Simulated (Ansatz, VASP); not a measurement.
# Two plane-wave programs on CuO2

Contents of INCAR:

```
SYSTEM = CuO2
ALGO = Normal
EDIFF = 1E-6
ENCUT = 520
GGA = PS
ISIF = 2
ISMEAR = 0
ISPIN = 2
LASPH = .TRUE.
LCHARG = .TRUE.
LELF = .TRUE.
LMAXMIX = 4
LORBIT = 11
LREAL = .FALSE.
LVHAR = .TRUE.
LWAVE = .FALSE.
MAGMOM = 1 0 0
NBANDS = 22
NELM = 150
PREC = Accurate
SIGMA = 0.1
```

Contents of KPOINTS:

```
k-points
0
G
  16 16 16
  0 0 0
```

File POSCAR:

```
CuO2
1.0
    0.0000000000      2.3844798777      2.3844798777
    2.3844798777      0.0000000000      2.3844798777
    2.3844798777      2.3844798777      0.0000000000
Cu O
1 2
Direct
    0.0000000000      0.0000000000      0.0000000000
    0.2500000000      0.2500000000      0.2500000000
    0.7500000000      0.7500000000      0.7500000000
```

Input for Ansatz:

```yaml
crystal:
  lattice:
    - [0.0, 2.3844798727, 2.3844798727]
    - [2.3844798727, 0.0, 2.3844798727]
    - [2.3844798727, 2.3844798727, 0.0]
  atoms:
    - { symbol: Cu, position: [0.0, 0.0, 0.0], spin: 1.0 }
    - { symbol: O, position: [0.25, 0.25, 0.25] }
    - { symbol: O, position: [0.75, 0.75, 0.75] }
basis:
  ecutwfc: 420
kpoints:
  mp_grid: { grid: [16, 16, 16] }
hamiltonian:
  xc: pbesol
scf:
  occupations: { method: gaussian, width: 0.1 }
  lower_state_search: "off"
output:
  forces: true
  stress: true
  eigenvalues: true
  populations: true
magnetization:
  spin_polarized: true
```

Alike in both runs: task single point; functional PBEsol; k mesh 16 × 16 × 16; occupations gaussian, width 0.1 eV; collinear spin.

|  | VASP | Ansatz |
| --- | --- | --- |
| version | VASP 6.6.1 | Ansatz 0.2.0 |
| potentials or method | VASP PAW PBE potentials, release 64 (Cu, O), cutoff 520 eV | scalar-relativistic, plane waves, PAW |
| valence electrons in the cell | 23 | 31 |

|  | VASP | Ansatz | Ansatz less VASP |
| --- | --- | --- | --- |
| gap on the k mesh at the Fermi level (eV) | none | none | - |
| pressure (GPa) | 0.7 | 0.0 | -0.71 |
| net moment per atom (μB) | 0.64 | 0.64 | -0.003 |
| size of the moment on the site where the two differ most (μB) | 0.57 | 0.63 | +0.055 |

VASP's potentials were made for PBE, not for PBEsol. Site moments also hang on the region over which each program counts them. A gap of «none» marks a metal or a gap that the smearing closes. VASP's potentials hold 23 valence electrons a cell and Ansatz's 31, so a difference there can come from the potentials and not from the codes.
